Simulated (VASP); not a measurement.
Here is a VASP 6.6.1 calculation.

Contents of INCAR:

```
SYSTEM = TaH4
  PREC = Accurate
  ENCUT = 520
  EDIFF = 1E-6
  ISMEAR = 0
  SIGMA = 0.15
  LREAL = .FALSE.
  LASPH = .TRUE.
  NELM = 100
  ALGO = Normal
  ISIF = 2
  LWAVE = .FALSE.
  LCHARG = .FALSE.
  GGA = PE
  NBANDS = 16
```

File KPOINTS:

```
regular mesh
0
G
  4 4 4
  0 0 0
```

POSCAR

```
TaH4
1.0
    0.0000000000      2.4454429142      2.4454429142
    2.4454429142      0.0000000000      2.4454429142
    2.4454429142      2.4454429142      0.0000000000
Ta H
1 4
Direct
    0.2500000000      0.2500000000      0.2500000000
    0.6274874458      0.6274874458      0.6274874458
    0.6274874458      0.6274874458      0.1175376625
    0.6274874458      0.1175376625      0.6274874458
    0.1175376625      0.6274874458      0.6274874458
```

Potentials or basis: VASP PAW PBE potentials, release 64 (Ta_pv, H).

Launch:

```sh
$ cat potpaw_PBE.64/Ta_pv/POTCAR potpaw_PBE.64/H/POTCAR > POTCAR
$ mpirun -np 1 vasp_std > vasp.out
```

**Question.** Estimate the band gap on the k mesh.

**Answer.** Zero (an odd number of electrons rules out a gap without spin polarisation).

**Question.** Predict the pressure.

**Answer.** -0.2 GPa.

**Question.** What does it give for the largest force?

**Answer.** 0.004 eV/Å.

Forces in eV/Å, atoms in the order of the input:
```
Ta   0.000  0.000  0.000
H    0.002  0.002  0.002
H   -0.002 -0.002  0.002
H   -0.002  0.002 -0.002
H    0.002 -0.002 -0.002
```

Caveat: the k points lie up to 0.56 Å⁻¹ apart, too coarse for converged energies and pressures of a metal; spin-orbit coupling is left out, which moves the levels of the heavy elements; an odd number of electrons without spin polarisation forces a metal; a magnetic or distorted state may lie lower.
